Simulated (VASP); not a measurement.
A run of VASP 6.6.1 is set up as follows.

File INCAR:

```
SYSTEM = H5C2Cl
PREC = Accurate
ENCUT = 520
EDIFF = 1E-7
ISMEAR = -1
SIGMA = 0.02
LREAL = Auto
LASPH = .True.
NELM = 80
ALGO = Normal
ISIF = 2
LWAVE = .False.
LCHARG = .False.
GGA = PE
IVDW = 12
NBANDS = 48
```

KPOINTS

```
Automatic mesh
0
Gamma
  1 1 1
  0 0 0
```

File POSCAR:

```
H5C2Cl
1.0
    6.9078980000      0.0000000000      0.0000000000
    0.0000000000      6.9078980000      0.0000000000
    0.0000000000      0.0000000000      6.9078980000
C H Cl
6 15 3
Direct
    0.9072803333      0.0898247195      0.1745682985
    0.8261268478     -0.0477714060      0.0653599691
    0.1857149599      0.2477888353      0.7419623162
    0.3029865235      0.0970193827      0.7740560153
    0.7636186869      0.7040202389      0.5498199308
    0.6175974225      0.7280651799      0.6766747280
    0.8581336899      0.1234094655      0.3193446111
    1.0495956947      0.1514643094      0.1349469839
    0.7205375644     -0.1473241209      0.1252479408
    0.8892864371     -0.0590628292     -0.0846422457
    0.0288220816      0.2443579798      0.7515455497
    0.2559099744      0.3738763948      0.6764431090
    0.2718916811     -0.0551542597      0.8226525638
    0.4675083506      0.0937188129      0.7715516355
    0.9087858564      0.7344636531      0.5880660079
    0.7356362239      0.6143837098      0.4313902724
    0.6321894157      0.8073512377      0.8236948490
    0.4775258697      0.7036438581      0.6167288515
    0.2264219883      0.6997063361      0.3653788750
   -0.0652875882      0.6296560835      1.0168360911
    0.7052796668      0.2956760508      0.0787938675
    0.3366002219      0.8413123645      0.2995122395
    0.1042864269      0.6378061749      0.9559058342
    0.5859669613      0.4313323677      0.0326727465
```

Potentials or basis: VASP PAW PBE potentials, release 64 (C, H, Cl).

Run with:

```sh
$ cat potpaw_PBE.64/C/POTCAR potpaw_PBE.64/H/POTCAR potpaw_PBE.64/Cl/POTCAR > POTCAR
$ mpirun -np 1 vasp_gam > vasp.out
```

Q: Predict the dispersion energy per atom.

A: -0.054 eV.

Q: Predict the largest force.

A: 2.396 eV/Å.

Q: Estimate the pressure.

A: 0.8 GPa.

Q: Estimate the band gap on the k mesh.

A: 4.28 eV.

Forces on the atoms (eV/Å):
```
C    0.774 -0.079  0.281
C    1.097  0.961 -0.817
C    1.114 -0.689 -0.749
C    1.318 -1.582  0.730
C   -0.910 -0.052  2.216
C    1.265  1.641  0.791
H   -0.096 -0.175  0.496
H   -0.680  0.325 -0.249
H   -0.583  0.061 -0.331
H   -0.721 -0.408  1.035
H   -0.126 -0.054  0.011
H   -0.340  0.211  0.350
H   -0.885  1.086 -0.167
H   -1.148  0.988 -0.503
H    1.188  0.300  0.199
H   -0.206 -0.578 -1.804
H   -0.249 -1.033 -1.894
H   -0.965 -0.445  0.347
H    0.545  0.736 -0.430
H   -1.302 -0.191  0.370
H    0.309 -0.486  0.051
Cl  -0.478 -0.449  0.499
Cl   1.301 -0.461 -0.587
Cl  -0.222  0.375  0.155
```

Caveat: the k points lie up to 0.91 Å⁻¹ apart.
